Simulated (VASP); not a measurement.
# BN (P6_3/mmc) in VASP: further runs

The runs below take BN through elastic constants, with LDA.

Program: VASP 6.6.1. These are calculated values, not measurements. Logs are shortened: lines on timing, memory, paths and dates and some standing lists are left out, and cuts for length are marked.

### 1 The cell of the first run

Symmetry: P6_3/mmc, No. 194, hexagonal system. The conventional cell has a = 2.489 Å, b = 2.489 Å, c = 6.494 Å, α = 90.00°, β = 90.00°, γ = 120.00°. B (site symmetry -6m2) has 3 N at 1.44 Å within 1.9 Å. N (site symmetry -6m2) has 3 B at 1.44 Å within 1.9 Å.

### 2 Elastic constants, LDA

File INCAR:

```
SYSTEM = BN
PREC = Accurate
ENCUT = 600
EDIFF = 1E-8
ISMEAR = 0
SIGMA = 0.01
LREAL = .False.
LASPH = .True.
NELM = 80
ALGO = Normal
ISIF = 3
LWAVE = .False.
LCHARG = .False.
IBRION = 6
NFREE = 2
POTIM = 0.015
NSW = 1
```

File KPOINTS:

```
Automatic mesh
0
Gamma
  10 10 4
  0 0 0
```

File POSCAR:

```
BN
1.0
    2.4889415688      0.0000000000      0.0000000000
   -1.2444707844      2.1554866271      0.0000000000
    0.0000000000      0.0000000000      6.4944878198
B N
2 2
Direct
    0.3333333333      0.6666666667      0.2500000000
    0.6666666667      0.3333333333      0.7500000000
    0.3333333333      0.6666666667      0.7500000000
    0.6666666667      0.3333333333      0.2500000000
```

Potentials or basis: VASP PAW LDA potentials, release 64 (B, N).

Started as:

```bash
$ cat potpaw_LDA.64/B/POTCAR potpaw_LDA.64/N/POTCAR > POTCAR
$ mpirun -np 1 vasp_std > vasp.out
```

OUTCAR:

```text
SYSTEM = BN
   PREC = Accurate
   ENCUT = 600
   EDIFF = 1E-8
   ISMEAR = 0
   LREAL = .False.
   LASPH = .True.
   NELM = 80
   ISIF = 3
   IBRION = 6
   NFREE = 2
   POTIM = 0.015
   NSW = 1

 ion  position               nearest neighbor table
   1  0.333  0.667  0.250-   4 1.44   4 1.44   4 1.44
   2  0.667  0.333  0.750-   3 1.44   3 1.44   3 1.44
   3  0.333  0.667  0.750-   2 1.44   2 1.44   2 1.44
   4  0.667  0.333  0.250-   1 1.44   1 1.44   1 1.44

  LATTYP: Found a hexagonal cell.
 ALAT       =     2.4889415688
 C/A-ratio  =     2.6093371983

  Lattice vectors:

 A1 = (   2.4889415688,   0.0000000000,   0.0000000000)
 A2 = (  -1.2444707844,   2.1554866271,   0.0000000000)
 A3 = (   0.0000000000,   0.0000000000,   6.4944878198)

Analysis of symmetry for initial positions (statically):
=====================================================================
 Subroutine PRICEL returns:
 Original cell was already a primitive cell.

 Routine SETGRP: Setting up the symmetry group for a
 hexagonal supercell.

 Subroutine GETGRP returns: Found 24 space group operations
 (whereof 12 operations were pure point group operations)
 out of a pool of 24 trial point group operations.

The static configuration has the point symmetry D_3d.
 The point group associated with its full space group is D_6h.

Analysis of symmetry for dynamics (positions and initial velocities):
=====================================================================
 Subroutine PRICEL returns:
 Original cell was already a primitive cell.

 Routine SETGRP: Setting up the symmetry group for a
 hexagonal supercell.

 Subroutine GETGRP returns: Found 24 space group operations
 (whereof 12 operations were pure point group operations)
 out of a pool of 24 trial point group operations.

The dynamic configuration has the point symmetry D_3d.
 The point group associated with its full space group is D_6h.

 Subroutine INISYM returns: Found 24 space group operations
 (whereof 12 operations are pure point group operations),
 and found     1 'primitive' translations

----------------------------------------------------------------------------------------

                                     Primitive cell

  volume of cell :      34.8421

  direct lattice vectors                    reciprocal lattice vectors
     2.488941569  0.000000000  0.000000000     0.401777210  0.231966180  0.000000000
    -1.244470784  2.155486627  0.000000000     0.000000000  0.463932361  0.000000000
     0.000000000  0.000000000  6.494487820     0.000000000  0.000000000  0.153976730

  length of vectors
     2.488941569  2.488941569  6.494487820     0.463932361  0.463932361  0.153976730

  position of ions in fractional coordinates (direct lattice)
     0.333333333  0.666666667  0.250000000
     0.666666667  0.333333333  0.750000000
     0.333333333  0.666666667  0.750000000
     0.666666667  0.333333333  0.250000000

  ion indices of the primitive-cell ions
   primitive index   ion index
                 1           1
                 2           2
                 3           3
                 4           4

----------------------------------------------------------------------------------------

 KPOINTS: Automatic mesh

Automatic generation of k-mesh.
 Grid dimensions read from file:
 generate k-points for:   10   10    4
[... 122 lines left out ...]
  Total        0.1231016      0.1231016     -0.0546446      0.0000000     -0.0000000      0.0000000
  in kB        5.6606886      5.6606886     -2.5127729      0.0000000     -0.0000000      0.0000000
  external PRESSURE =       2.9362014 kB  Pullay stress =       0.0000000 kB
[... 95 lines left out ...]
  FREE ENERGIE OF THE ION-ELECTRON SYSTEM (eV)
  ---------------------------------------------------
  free  energy   TOTEN  =       -38.5591640336 eV

  energy  without entropy=      -38.5591640336  energy(sigma->0) =      -38.55916403

[... ionic steps 4 to 18 ...]

--------------------------------------- Ionic step       19  -------------------------------------------

 number of electron      16.0000001 magnetization

------------------------ aborting loop because EDIFF is reached ----------------------------------------
[... 71 lines left out ...]
--------------------------------------- Ionic step       21  -------------------------------------------

 number of electron      16.0000001 magnetization

 Free energy of the ion-electron system (eV)
  ---------------------------------------------------
  ext. energy  EPLUGINS =         0.00000000
  ---------------------------------------------------
  free energy    TOTEN  =       -38.58367999 eV

  energy without entropy =      -38.58367999  energy(sigma->0) =      -38.58367999

 E-fermi :   2.5448     XC(G=0): -10.6978

 val. band max:        2.4700736842   @ k =   0.3000   0.3000   0.0000
 cond. band min:       6.4814500612   @ k =   0.5000   0.0000   0.0000
 fundamental gap:      4.0113763769
 Fermi energy:         2.5448136678

 k-point     1 :       0.0000    0.0000    0.0000
  band No.  band energies     occupation
      1     -15.3111      2.00000
      2     -14.9418      2.00000
      3      -4.1122      2.00000
      4      -1.6667      2.00000
      5       1.0909      2.00000
      6       1.0909      2.00000
      7       1.1365      2.00000
      8       1.1365      2.00000
      9       7.5007      0.00000
     10      12.7866      0.00000
     11      13.9813      0.00000
     12      13.9814      0.00000
[... 331 lines left out ...]
 k-point    24 :       0.4000    0.1000    0.2500
  band No.  band energies     occupation
      1     -12.0511      2.00000
      2     -11.9594      2.00000
      3      -6.1967      2.00000
      4      -6.1324      2.00000
      5      -2.2584      2.00000
      6      -2.1973      2.00000
      7       0.8956      2.00000
      8       1.8356      2.00000
      9       6.9544      0.00000
     10       7.9413      0.00000
     11      12.8469      0.00000
     12      13.3698      0.00000

 [... further k-points ...]

------------------------ aborting loop because EDIFF is reached ----------------------------------------

  FORCE on cell =-STRESS in cart. coord.  units (eV):
  Direction    XX          YY          ZZ          XY          YZ          ZX
  --------------------------------------------------------------------------------------
  -------------------------------------------------------------------------------------
  Total        0.1220675      0.1220675     -0.0584665      0.0000000      0.0000000      0.0000000
  in kB        5.6131369      5.6131369     -2.6885168      0.0000000      0.0000000      0.0000000
  external PRESSURE =       2.8459190 kB  Pullay stress =       0.0000000 kB
[... 19 lines left out ...]
  FREE ENERGIE OF THE ION-ELECTRON SYSTEM (eV)
  ---------------------------------------------------
  free  energy   TOTEN  =       -38.5836799939 eV

  energy  without entropy=      -38.5836799939  energy(sigma->0) =      -38.58367999

 INTERNAL STRAIN TENSORS FROM STRAINED CELLS
 ============================================

 INTERNAL STRAIN TENSOR FOR ION    1 for displacements in x,y,z  (eV/Angst):
          X           Y           Z          XY          YZ          ZX
  --------------------------------------------------------------------------------
  x     0.00000     0.00000     0.00000   -13.58041    -0.00000     0.00000
  y   -13.62432    13.67367    -0.00000    -0.00018     0.00015    -0.00009
  z     0.00000     0.00000     0.00000    -0.00000     0.00126     0.00000

 INTERNAL STRAIN TENSORS FROM DISPLACED ATOMS
 ============================================

 INTERNAL STRAIN TENSOR FOR ION    1 for displacements in x,y,z  (eV/Angst):
          X           Y           Z          XY          YZ          ZX
  --------------------------------------------------------------------------------
  x     0.00000     0.00000     0.00000   -13.60358     0.00000     0.00000
  y   -13.60358    13.60358     0.00000     0.00000     0.00000     0.00000
  z    -0.00000     0.00000     0.00000     0.00000    -0.00000     0.00000

 INTERNAL STRAIN TENSOR FOR ION    4 for displacements in x,y,z  (eV/Angst):
          X           Y           Z          XY          YZ          ZX
  --------------------------------------------------------------------------------
  x     0.00000     0.00000     0.00000    13.80750     0.00000     0.00000
  y    13.80750   -13.80750     0.00000     0.00000     0.00000     0.00000
  z    -0.00000     0.00000    -0.00000     0.00000     0.00000     0.00000

 Eigenvectors and eigenvalues of the dynamical matrix
 ----------------------------------------------------

   1 f  =   41.467488 THz   260.547909 2PiTHz 1383.206502 cm-1   171.495672 meV
             X         Y         Z           dx          dy          dz
     -0.000000  1.436991  1.623622     0.531174   -0.000001   -0.000000
      1.244471  0.718496  4.870866     0.531174   -0.000001   -0.000000
     -0.000000  1.436991  4.870866    -0.466748    0.000001    0.000000
      1.244471  0.718496  1.623622    -0.466748    0.000001   -0.000000
[... 71 lines left out ...]
  12 f/i=    0.001378 THz     0.008661 2PiTHz    0.045978 cm-1     0.005701 meV
             X         Y         Z           dx          dy          dz
     -0.000000  1.436991  1.623622    -0.000000   -0.000000    0.466785
      1.244471  0.718496  4.870866    -0.000000   -0.000000    0.466785
     -0.000000  1.436991  4.870866    -0.000000   -0.000000    0.531142
      1.244471  0.718496  1.623622    -0.000000   -0.000000    0.531142

--------------------------------------------------------------------------------------------------------

 ELASTIC MODULI CONTR FROM IONIC RELAXATION (kBar)
 Direction    XX          YY          ZZ          XY          YZ          ZX
 --------------------------------------------------------------------------------
 XX        -415.7491    415.7491     -0.0000      0.0000     -0.0000      0.0000
 YY         415.7491   -415.7491      0.0000     -0.0000      0.0000      0.0000
 ZZ          -0.0000      0.0000     -0.0000      0.0000     -0.0000      0.0000
 XY           0.0000     -0.0000      0.0000   -415.7491      0.0000      0.0000
 YZ          -0.0000      0.0000     -0.0000      0.0000     -0.0000      0.0000
 ZX           0.0000      0.0000      0.0000      0.0000      0.0000      0.0000
 --------------------------------------------------------------------------------

 TOTAL ELASTIC MODULI (kBar)
 Direction    XX          YY          ZZ          XY          YZ          ZX
 --------------------------------------------------------------------------------
 XX        9178.5587   2192.0458     16.1869      0.0000     -0.0000      0.0000
 YY        2192.0458   9178.5587     16.1869     -0.0000      0.0000      0.0000
 ZZ          16.1869     16.1869    270.1240      0.0000     -0.0000      0.0000
 XY           0.0000     -0.0000      0.0000   3493.2564      0.0000      0.0000
 YZ           0.0000     -0.0000     -0.0000     -0.0000     48.1116      0.0000
 ZX           0.0000     -0.0000      0.0000      0.0000      0.0000     48.1117
 --------------------------------------------------------------------------------
```

Run time: 15 min. Hardware: 1 thread of Intel Xeon 8259CL, shared host; peak memory 0.26 GiB.

Results:

```
Voigt bulk modulus                                      : 256 GPa
Highest phonon frequency at Γ, LO-TO splitting left out : 1383 cm⁻¹
```

Phonon frequencies in cm⁻¹ (negative: imaginary):
| q point | frequencies |
| --- | --- |
| (0.000, 0.000, 0.000) | 0 0 0 50 50 114 751 811 1383 1383 1383 1383 |

Elastic tensor in Voigt notation (GPa, in the Cartesian axes of the cell as first typed):
```
918 219   2   0   0   0
219 918   2   0   0   0
  2   2  27   0   0   0
  0   0   0   5   0   0
  0   0   0   0   5   0
  0   0   0   0   0 349
```

Clamped-ion elastic tensor (GPa):
```
959 178   2   0   0   0
178 959   2   0   0   0
  2   2  27   0   0   0
  0   0   0   5   0   0
  0   0   0   0   5   0
  0   0   0   0   0 391
```

### 3 Elastic constants, LDA

File INCAR:

```
  PREC = Accurate
  ENCUT = 600
  EDIFF = 1E-8
  ISMEAR = 0
  SIGMA = 0.01
  LREAL = False
  LASPH = True
  NELM = 100
  ALGO = Normal
  ISIF = 3
  LWAVE = False
  LCHARG = False
  GGA = CA
  NBANDS = 16
  IBRION = 6
  NFREE = 2
  POTIM = 0.015
  NSW = 1
```

File KPOINTS:

```
regular mesh
0
Gamma
  10 10 4
```

POSCAR is that of step 2.

Potentials or basis: VASP PAW LDA potentials, release 64 (B, N).

Started as:

```bash
$ cat potpaw_LDA.64/B/POTCAR potpaw_LDA.64/N/POTCAR > POTCAR
$ mpirun -np 1 vasp_std > vasp.out
```

Run time: 19 min. Hardware: 1 thread of Intel Xeon 8259CL, shared host; peak memory 0.3 GiB.

Results (log left out):

- Voigt bulk modulus: 256 GPa
- Highest phonon frequency at Γ, LO-TO splitting left out: 1383 cm⁻¹

Phonon frequencies in cm⁻¹ (negative: imaginary):
```csv
q point,frequencies
"(0.000, 0.000, 0.000)",0 0 0 50 50 113 751 811 1383 1383 1383 1383
```

Elastic tensor in Voigt notation (GPa, in the Cartesian axes of the cell as first typed):
```
918 219   2   0   0   0
219 918   2   0   0   0
  2   2  27   0   0   0
  0   0   0   5   0   0
  0   0   0   0   5   0
  0   0   0   0   0 349
```

Clamped-ion elastic tensor (GPa):
```
959 178   2   0   0   0
178 959   2   0   0   0
  2   2  27   0   0   0
  0   0   0   5   0   0
  0   0   0   0   5   0
  0   0   0   0   0 391
```
